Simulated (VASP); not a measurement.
Wanted: the native input for a VASP 6.6.1 run.

* Task: single point
* Functional: LDA
* Potentials or basis: VASP PAW LDA potentials, release 64 (Sb, Pb_d)
* Cutoff: 520 eV
* k mesh: 14 × 14 × 14
* Occupations: gaussian, width 0.15 eV
* Spin: no spin polarisation
* Dipole correction: no
* Further INCAR settings: ALGO = Fast; EDIFF = 1e-06; NBANDS = 16

The structure of SbPb lies in POSCAR:

```
SbPb
1.0
    0.0000000000      3.1849559761      3.0193382653
    3.1849559761      0.0000000000      3.0193382653
    3.1849559761      3.1849559761      0.0000000000
Sb Pb
1 1
Direct
    0.5000000000      0.5000000000      0.5000000000
    0.0000000000      0.0000000000      0.0000000000
```

One way to write it, as run:

INCAR

```
PREC = Accurate
ENCUT = 520
EDIFF = 1E-6
ISMEAR = 0
SIGMA = 0.15
LREAL = False
LASPH = True
NELM = 80
ALGO = Fast
ISIF = 2
LWAVE = False
LCHARG = False
GGA = CA
NBANDS = 16
```

KPOINTS

```
regular mesh
0
Gamma
  14 14 14
```

Potentials or basis: VASP PAW LDA potentials, release 64 (Sb, Pb_d).

Run with:

```bash
$ cat potpaw_LDA.64/Sb/POTCAR potpaw_LDA.64/Pb_d/POTCAR > POTCAR
$ mpirun -np 1 vasp_std > vasp.out
```

It gave:

```
Pressure               : -1.0 GPa
Band gap on the k mesh : zero (an odd number of electrons rules out a gap without spin polarisation)
```

Caveat: the stress differs along the axes, from -3 to 3 GPa; spin-orbit coupling is left out, which moves the levels of the heavy elements.

It took 4 min on 1 thread of Oxide Virtual Turin-like Processor, on a shared host, peak memory 0.34 GiB.
